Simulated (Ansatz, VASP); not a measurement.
Sr: VASP beside Ansatz

Contents of INCAR:

```
PREC     = Accurate       # precision mode
ENCUT    = 520            # plane-wave cutoff, eV
EDIFF    = 1E-6           # SCF threshold, eV
ISMEAR   = 0              # smearing method
SIGMA    = 0.15           # smearing width, eV
LREAL    = F              # projectors in reciprocal space
LASPH    = T              # aspherical terms in the spheres
NELM     = 60             # most SCF steps
ALGO     = Fast           # electronic algorithm
ISIF     = 2              # what is computed and relaxed
LWAVE    = F              # write WAVECAR
LCHARG   = T              # write CHGCAR
GGA      = PS             # functional
LELF     = T              # ELF
LVHAR    = T            
NBANDS   = 17             # bands
```

The input KPOINTS:

```
Automatic mesh
0
Gamma
  12 12 8
```

The input POSCAR:

```
Sr
1.0
    4.0514002074      0.0000000000      0.0000000000
   -2.0257001037      3.5086155005      0.0000000000
    0.0000000000      0.0000000000      7.0500000000
Sr
2
Direct
    0.3333333333      0.6666666667      0.2500000000
    0.6666666667      0.3333333333      0.7500000000
```

Input for Ansatz:

```yaml
crystal:
  lattice:
    - [4.0514002074, 0.0, 0.0]
    - [-2.0257001037, 3.5086155005, 0.0]
    - [0.0, 0.0, 7.05]
  atoms:
    - { symbol: Sr, position: [0.3333333333, 0.6666666667, 0.25] }
    - { symbol: Sr, position: [0.6666666667, 0.3333333333, 0.75] }
basis:
  ecutwfc: 420
kpoints:
  mp_grid: { grid: [12, 12, 8] }
hamiltonian:
  xc: pbesol
scf:
  occupations: { method: gaussian, width: 0.15 }
output:
  forces: true
  stress: true
  eigenvalues: true
```

Change from the starting cell: strain -0.0600 x Voigt [1, 1, 0, 0, 0, 0], atoms carried along.

Alike in both runs: task single point; functional PBEsol; k mesh 12 × 12 × 8; occupations gaussian, width 0.15 eV; no spin polarisation.

|  | VASP | Ansatz |
| --- | --- | --- |
| version | VASP 6.6.1 | Ansatz 0.2.0 |
| potentials or method | VASP PAW PBE potentials, release 64 (Sr_sv), cutoff 520 eV | scalar-relativistic, plane waves, PAW |
| valence electrons in the cell | 20 | 20 |

Ansatz gave:

| Property | Result |
| --- | --- |
| gap on the k mesh at the Fermi level (eV) | none |
| pressure (GPa) | 0.6 |
| traceless stress, the component that is largest in VASP (GPa) | -1.05 |

Question: What did VASP give for the same quantities?

Answer: gap on the k mesh at the Fermi level (eV): none; pressure (GPa): 0.6; traceless stress, the component that is largest in VASP (GPa): -1.06.

VASP's potentials were made for PBE, not for PBEsol. A gap of «none» marks a metal or a gap that the smearing closes.
